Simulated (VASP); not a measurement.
Input of a VASP 6.6.1 run:

INCAR

```
ALGO = Normal
EDIFF = 1E-6
ENCUT = 1000
GGA = PE
GGA_COMPAT = F
ISIF = 2
ISMEAR = -1
IVDW = 12
LASPH = T
LCHARG = T
LELF = T
LREAL = Auto
LVHAR = T
LWAVE = F
NBANDS = 54
NELM = 120
PREC = Accurate
SIGMA = 0.02
```

KPOINTS

```
k-points
0
Gamma
  1 1 1
```

Contents of POSCAR:

```
H2CO
1.0
    7.1530900000      0.0000000000      0.0000000000
    0.0000000000      7.1530900000      0.0000000000
    0.0000000000      0.0000000000      7.1530900000
O C H
6 6 12
Direct
    0.1559745509      0.5961199985      0.6239541233
    0.2737697974      0.9961569056      0.4647781588
    0.5231445431      0.5945123017      1.1663071484
    0.6563596991      0.4319252239      0.6403805908
    0.9168764828      1.0504551180      0.6558424401
    0.5531176037      0.0006151188      1.0500916387
    0.3217211023      0.6340197034      0.6173835363
    0.1130700159      0.9984775810      0.4121435631
    0.6668586583      0.6047037015      1.0759406075
    0.6452176612      0.2785229880      0.7155089619
    0.9351622865      0.9327996712      0.7729526680
    0.4050976571      0.0861445893      1.0782333229
    0.4158762157      0.6628044663      0.7377371178
    0.4042588588      0.6166425978      0.4880408327
    0.0466931075      1.1233606735      0.3335481589
    0.0276523852      0.8690090576      0.4040351792
    0.6790491941      0.5529917840      0.9270399226
    0.7882187978      0.6928614067      1.1385009835
    0.5914506877      0.1480758665      0.6309441095
    0.6831872659      0.2681638285      0.8684638387
    0.8429224293      0.9094251575      0.9031201900
    1.0502873583      0.8304662740      0.7702265734
    0.3887970094      0.2306835228      1.1428627348
    0.2618868209      0.0202989198      1.0420531547
```

Potentials or basis: VASP PAW PBE potentials, release 64 (O_h, C_h, H_h).

Run with:

```console
$ cat potpaw_PBE.64/O_h/POTCAR potpaw_PBE.64/C_h/POTCAR potpaw_PBE.64/H_h/POTCAR > POTCAR
$ mpirun -np 1 vasp_gam > vasp.out
```

(1) Predict the largest force.

(2) Predict the pressure.

(3) Predict the dispersion energy per atom.

## Answers

(1) 2.910 eV/Å.

(2) -1.1 GPa.

(3) -0.037 eV.

Caveat: the k points lie up to 0.88 Å⁻¹ apart, too coarse for converged energies, forces and pressures; the atoms stand as in a frame of molecular dynamics.
